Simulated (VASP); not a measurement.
**Ir: single point with r2SCAN**

Ir:

```
CELL_PARAMETERS angstrom
2.75138 0.00000 0.00000
-1.37569 2.38276 0.00000
0.00000 0.00000 4.46229
ATOMIC_POSITIONS crystal
Ir 0.66667 0.33333 0.75000
Ir 0.33333 0.66667 0.25000
```

- Program: VASP 6.6.1
- Task: single point
- Functional: r2SCAN
- Potentials or basis: VASP PAW PBE potentials, release 64 (Ir)
- Cutoff: 520 eV
- k mesh: 14 × 14 × 8
- Occupations: fermi-dirac, width 0.08 eV
- Spin: collinear spin, ferromagnetic start
- Starting moments: [0.2, 0.2] μB
- Fixed moment: 0.4 μB

- Pressure: -6.1 GPa
- Net moment: 0.40 μB per cell
- Site moments: Ir +0.20 μB
- Valence electrons inside the program's atomic spheres: Ir 8.29

Stress tensor (GPa, compression positive):
```
-5.88  0.00  0.00
 0.00 -5.88  0.00
 0.00  0.00 -6.59
```

Wall time 4.7 min on 1 thread of Intel(R) Xeon(R) Platinum 8375C CPU @ 2.90GHz (Ice Lake), on a shared host, peak memory 0.23 GiB.

Caveat: the PAW data sets were made with another functional, which shifts forces and pressure a little; the total moment is fixed, so each spin has its own Fermi level.
